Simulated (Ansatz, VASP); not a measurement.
**ZnAs2C: VASP beside Ansatz**

```xyz
8
Lattice="3.5571 0.0000 0.0000 0.0000 3.5571 0.0000 0.0000 0.0000 10.7284" Properties=species:S:1:pos:R:3 pbc="T T T"
Zn    1.7786    0.0000    9.1620
Zn    0.0000    1.7786    1.5664
As    1.7786    1.7786    0.0000
As    0.0000    0.0000    3.2166
As    1.7786    1.7786    5.3642
As    0.0000    0.0000    7.5118
C     1.7786    0.0000    4.3297
C     0.0000    1.7786    6.3987
```

Alike in both runs: task single point; functional r2SCAN; k mesh 6 × 6 × 2; occupations fermi-dirac, width 0.02 eV; no spin polarisation.

|  | VASP | Ansatz |
| --- | --- | --- |
| version | VASP 6.6.1 | Ansatz 0.2.0 |
| potentials or method | VASP PAW PBE potentials, release 64 (Zn, As, C) | plane waves, PAW |
| plane-wave cutoff (eV) | 660 | 500 |
| valence electrons in the cell | 52 | 92 |

Ansatz gave:

```
pressure (GPa) : 0.0
```

Q: What did VASP give for the same quantities?

A: Pressure (GPa): 0.1.

VASP's potentials were made for PBE, not for r2SCAN. VASP's potentials hold 52 valence electrons a cell and Ansatz's 92, so a difference there can come from the potentials and not from the codes.
